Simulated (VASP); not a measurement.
A run of VASP 6.6.1 is set up as follows.

The input INCAR:

```
ALGO = Normal ; EDIFF = 1E-6
ENCUT = 520 ; GGA = PE
ISIF = 2 ; ISMEAR = -1
LASPH = T ; LCHARG = F
LREAL = F ; LWAVE = F
NBANDS = 18 ; NELM = 60
PREC = Accurate ; SIGMA = 0.05
```

The input KPOINTS:

```
k-points
0
Gamma
  16 16 16
```

POSCAR

```
Si2W
1.0
   -1.6144470994      1.6144470994      3.9338689186
    1.6144470994     -1.6144470994      3.9338689186
    1.6144470994      1.6144470994     -3.9338689186
Si W
2 1
Direct
    0.3345181044      0.3345181044      0.0000000000
    0.6654818956      0.6654818956      0.0000000000
    0.0000000000      0.0000000000      0.0000000000
```

Potentials or basis: VASP PAW PBE potentials, release 64 (Si, W_sv).

The run is started by

```sh
$ cat potpaw_PBE.64/Si/POTCAR potpaw_PBE.64/W_sv/POTCAR > POTCAR
$ mpirun -np 1 vasp_std > vasp.out
```

(1) What does it give for the pressure?

(2) Estimate the band gap on the k mesh.

## Answers

(1) 0.1 GPa.

(2) zero (bands 11 and 12 overlap by 1.25 eV).

Caveat: spin-orbit coupling is left out, which moves the levels of the heavy elements.
